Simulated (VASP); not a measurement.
# SiC (Moissanite) (P6_3mc) in VASP: phonons with PBE+D3(BJ)

Aim: the phonons of SiC (Moissanite) with PBE+D3(BJ).

Program: VASP 6.6.1. These are calculated values, not measurements. Logs are shortened: lines on timing, memory, paths and dates and some standing lists are left out, and cuts for length are marked.

## (1) The cell of the first run

Symmetry: P6_3mc, No. 186, hexagonal system. Conventional cell: a = 3.076 Å, b = 3.076 Å, c = 5.048 Å, α = 90.00°, β = 90.00°, γ = 120.00°. Within 2.5 Å of Si (site symmetry 3m) lie 4 C at 1.87 to 1.94 Å. C (site symmetry 3m) has 4 Si at 1.87 to 1.94 Å within 2.5 Å.

## (2) Phonons, PBE+D3(BJ)

Input file INCAR:

```
ALGO     = Normal         # electronic algorithm
EDIFF    = 1E-8           # SCF threshold, eV
ENCUT    = 520            # plane-wave cutoff, eV
GGA      = PE             # functional
IBRION   = 6              # ionic algorithm
ISIF     = 2              # what is computed and relaxed
ISMEAR   = 0              # smearing method
IVDW     = 12             # dispersion correction
LASPH    = T              # aspherical terms in the spheres
LCHARG   = F              # write CHGCAR
LREAL    = F              # projectors in reciprocal space
LWAVE    = F              # write WAVECAR
NBANDS   = 16             # bands
NELM     = 100            # most SCF steps
NFREE    = 2            
NSW      = 1              # ionic steps
POTIM    = 0.015          # step
PREC     = Accurate       # precision mode
SIGMA    = 0.01           # smearing width, eV
```

Input file KPOINTS:

```
k-points
0
Gamma
  6 6 3
```

Input file POSCAR:

```
SiC
1.0
    3.0760000000      0.0000000000      0.0000000000
   -1.5380000000      2.6638940000      0.0000000000
    0.0000000000      0.0000000000      5.0480000000
Si C
2 2
Direct
    0.3333333333      0.6666666667      0.0000000000
    0.6666666667      0.3333333333      0.5000000000
    0.3333333333      0.6666666667      0.3850000000
    0.6666666667      0.3333333333      0.8850000000
```

Potentials or basis: VASP PAW PBE potentials, release 64 (Si, C).

On the command line:

```
cat potpaw_PBE.64/Si/POTCAR potpaw_PBE.64/C/POTCAR > POTCAR
mpirun -np 1 vasp_std > vasp.out
```

OUTCAR:

```text
EDIFF = 1E-8
   ENCUT = 520
   GGA = PE
   IBRION = 6
   ISIF = 2
   ISMEAR = 0
   IVDW = 12
   LASPH = T
   LREAL = F
   NELM = 100
   NFREE = 2
   NSW = 1
   POTIM = 0.015
   PREC = Accurate
 IVDW          = 12

 ion  position               nearest neighbor table
   1  0.333  0.667  0.000-   4 1.87   4 1.87   4 1.87   3 1.94   2 3.09   2 3.09   2 3.09   2 3.09
                             2 3.09   2 3.09
   2  0.667  0.333  0.500-   3 1.87   3 1.87   3 1.87   4 1.94   1 3.09   1 3.09   1 3.09   1 3.09
                             1 3.09   1 3.09
   3  0.333  0.667  0.385-   2 1.87   2 1.87   2 1.87   1 1.94
   4  0.667  0.333  0.885-   1 1.87   1 1.87   1 1.87   2 1.94

  LATTYP: Found a hexagonal cell.
 ALAT       =     3.0760000000
 C/A-ratio  =     1.6410923277

  Lattice vectors:

 A1 = (   3.0760000000,   0.0000000000,   0.0000000000)
 A2 = (  -1.5380000000,   2.6638940000,   0.0000000000)
 A3 = (   0.0000000000,   0.0000000000,   5.0480000000)

Analysis of symmetry for initial positions (statically):
=====================================================================
 Subroutine PRICEL returns:
 Original cell was already a primitive cell.

 Routine SETGRP: Setting up the symmetry group for a
 hexagonal supercell.

 Subroutine GETGRP returns: Found 12 space group operations
 (whereof  6 operations were pure point group operations)
 out of a pool of 24 trial point group operations.

The static configuration has the point symmetry C_3v.
 The point group associated with its full space group is C_6v.

Analysis of symmetry for dynamics (positions and initial velocities):
=====================================================================
 Subroutine PRICEL returns:
 Original cell was already a primitive cell.

 Routine SETGRP: Setting up the symmetry group for a
 hexagonal supercell.

 Subroutine GETGRP returns: Found 12 space group operations
 (whereof  6 operations were pure point group operations)
 out of a pool of 24 trial point group operations.

The dynamic configuration has the point symmetry C_3v.
[... 120 lines left out ...]
   AEXX    =    0.0000 exact exchange contribution
   IVDW    =    12    specifies the selected vdW correction
   LEPSILON=     F    determine dielectric tensor
   LRPA    =     F    only Hartree local field effects (RPA)
 finite differences with symmetry
 non-spin polarized calculation
 Gauss-broadening in eV      SIGMA  =   0.01
  energy-cutoff  :      520.00
  volume of cell :       41.36
 maximum number of plane-waves:      1132
 NGX is ok and might be reduce to    24
   NGX = 11   NGY = 11   NGZ = 19

--------------------------------------- Ionic step        1  -------------------------------------------

 number of electron      16.0000000 magnetization

 Free energy of the ion-electron system (eV)
  ---------------------------------------------------
  ext. energy  EPLUGINS =         0.00000000
  ---------------------------------------------------
  free energy    TOTEN  =       -30.05015318 eV

  energy without entropy =      -30.05015318  energy(sigma->0) =      -30.05015318

------------------------ aborting loop because EDIFF is reached ----------------------------------------

 Edisp (eV)   -1.20305

 E8    (eV) :    -0.4516
[... 327 lines left out ...]
--------------------------------------- Ionic step        9  -------------------------------------------

 number of electron      16.0000000 magnetization

 Free energy of the ion-electron system (eV)
  ---------------------------------------------------
  ext. energy  EPLUGINS =         0.00000000
  ---------------------------------------------------
  free energy    TOTEN  =       -30.05901473 eV

  energy without entropy =      -30.05901473  energy(sigma->0) =      -30.05901473

 E-fermi :   8.4370     XC(G=0): -11.3471

 val. band max:        8.3737678673   @ k =   0.0000   0.0000   0.0000
 cond. band min:      10.7015261917   @ k =   0.3333   0.3333   0.0000
 fundamental gap:      2.3277583244
 Fermi energy:         8.4370220642

 k-point     1 :       0.0000    0.0000    0.0000
  band No.  band energies     occupation
      1      -7.3108      2.00000
      2      -3.7968      2.00000
      3      -0.3053      2.00000
      4       6.8728      2.00000
      5       6.8728      2.00000
      6       8.1610      2.00000
[... 347 lines left out ...]
  FREE ENERGIE OF THE ION-ELECTRON SYSTEM (eV)
  ---------------------------------------------------
  free  energy   TOTEN  =       -31.2620690251 eV

  energy  without entropy=      -31.2620690251  energy(sigma->0) =      -31.26206903

 INTERNAL STRAIN TENSORS FROM DISPLACED ATOMS
 ============================================

 INTERNAL STRAIN TENSOR FOR ION    1 for displacements in x,y,z  (eV/Angst):
          X           Y           Z          XY          YZ          ZX
  --------------------------------------------------------------------------------
  x     0.00000     0.00000     0.00000    -9.22243     0.00000    -5.64520
  y    -9.22243     9.22243     0.00000    -0.00000    -5.64520    -0.00000
  z    -5.25638    -5.25638     6.63675     0.00000     0.00000     0.00000

 INTERNAL STRAIN TENSOR FOR ION    4 for displacements in x,y,z  (eV/Angst):
          X           Y           Z          XY          YZ          ZX
  --------------------------------------------------------------------------------
  x     0.00000     0.00000     0.00000    11.05718     0.00000     5.64669
  y    11.05718   -11.05718     0.00000    -0.00000     5.64669     0.00000
  z     5.25793     5.25793    -6.64252     0.00000     0.00000     0.00000

 Eigenvectors and eigenvalues of the dynamical matrix
 ----------------------------------------------------

   1 f  =   24.827107 THz   155.993314 2PiTHz  828.143147 cm-1   102.676618 meV
             X         Y         Z           dx          dy          dz
     -0.000000  1.775929  0.000000    -0.387030   -0.000000    0.000000
      1.538000  0.887965  2.524000    -0.387030   -0.000000   -0.000000
     -0.000000  1.775929  1.943480     0.591784    0.000000    0.000000
      1.538000  0.887965  4.467480     0.591784    0.000000   -0.000000
[... 71 lines left out ...]
  12 f/i=    0.000753 THz     0.004732 2PiTHz    0.025119 cm-1     0.003114 meV
             X         Y         Z           dx          dy          dz
     -0.000000  1.775929  0.000000     0.591156   -0.027250    0.000000
      1.538000  0.887965  2.524000     0.591156   -0.027250    0.000000
     -0.000000  1.775929  1.943480     0.386619   -0.017821    0.000000
      1.538000  0.887965  4.467480     0.386619   -0.017821    0.000000

 ELASTIC MODULI CONTR FROM IONIC RELAXATION (kBar)
 Direction    XX          YY          ZZ          XY          YZ          ZX
 --------------------------------------------------------------------------------
 XX        -593.5192    298.6192    186.2252     -0.0000     -0.0000     -0.0000
 YY         298.6192   -593.5191    186.2252      0.0000      0.0000      0.0000
 ZZ         186.2252    186.2252   -235.1972      0.0000      0.0000      0.0000
 XY          -0.0000      0.0000      0.0000   -446.0692     -0.0000     -0.0000
 YZ          -0.0000     -0.0000      0.0000     -0.0000   -116.3794      0.0000
 ZX          -0.0000      0.0000      0.0000     -0.0000      0.0000   -116.3794
 --------------------------------------------------------------------------------
```

OSZICAR:

```text
N       E                     dE             d eps       ncg     rms          rms(c)
DAV:   1     0.214617718482E+02    0.21462E+02   -0.70940E+03   448   0.893E+02
DAV:   2    -0.315276552492E+02   -0.52989E+02   -0.48080E+02   640   0.151E+02
DAV:   3    -0.337898945519E+02   -0.22622E+01   -0.22534E+01   576   0.290E+01
[... 95 lines left out ...]
DAV:   4    -0.300590146135E+02    0.81757E-05   -0.37953E-04   744   0.120E-01    0.269E-02
DAV:   5    -0.300590147458E+02   -0.13233E-06   -0.83779E-06   680   0.232E-02    0.829E-03
DAV:   6    -0.300590147613E+02   -0.15435E-07   -0.17661E-06   752   0.946E-03    0.188E-03
DAV:   7    -0.300590147337E+02    0.27544E-07   -0.11453E-07   680   0.302E-03    0.114E-03
DAV:   8    -0.300590147325E+02    0.11987E-08   -0.38603E-08   648   0.128E-03
   9 F= -.31262069E+02 E0= -.31262069E+02  d E =-.219520E-21
```

Wall time 45 s (1 thread of Intel Xeon 6975P-C (Granite Rapids), shared host); peak memory 0.2 GiB.

Results:

* Highest phonon frequency at Γ, LO-TO splitting left out: 828 cm⁻¹
* Dispersion energy per atom: -0.301 eV

Phonon frequencies in cm⁻¹ (negative: imaginary):
| q point | frequencies |
| --- | --- |
| (0.000, 0.000, 0.000) | 0 0 0 261 261 555 685 787 795 795 828 828 |

Caveat: the k points lie up to 0.41 Å⁻¹ apart; the cell wasn't relaxed at this level first, which shifts response properties.
